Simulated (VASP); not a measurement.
Input of a VASP 6.6.1 run:

File INCAR:

```
PREC = Accurate ; ENCUT = 520
EDIFF = 1E-6 ; ISMEAR = 0
SIGMA = 0.01 ; LREAL = False
LASPH = True ; NELM = 60
ALGO = Normal ; ISIF = 2
LWAVE = False ; LCHARG = False
GGA = CA ; NBANDS = 28
```

The input KPOINTS:

```
Automatic mesh
0
Gamma
  6 6 4
```

Contents of POSCAR:

```
SnO
1.0
    3.7986000000      0.0000000000      0.0000000000
    0.0000000000      3.7986000000      0.0000000000
    0.0000000000      0.0000000000      4.8408000000
Sn O
2 2
Direct
    0.5000000000      0.0000000000      0.2369000000
    0.0000000000      0.5000000000      0.7631000000
    0.0000000000      0.0000000000      0.0000000000
    0.5000000000      0.5000000000      0.0000000000
```

Potentials or basis: VASP PAW LDA potentials, release 64 (Sn_d, O).

Run with:

```bash
$ cat potpaw_LDA.64/Sn_d/POTCAR potpaw_LDA.64/O/POTCAR > POTCAR
$ mpirun -np 1 vasp_std > vasp.out
```

Estimate the pressure.

-1.9 GPa.

Predict the largest force.

0.007 eV/Å.

Estimate the band gap on the k mesh.

0.13 eV (least direct gap 1.98 eV).

Stress tensor (GPa, compression positive):
```
-2.00  0.00  0.00
 0.00 -2.00  0.00
 0.00  0.00 -1.74
```

Caveat: spin-orbit coupling is left out, which moves the levels of the heavy elements. A k mesh can miss the band edges.
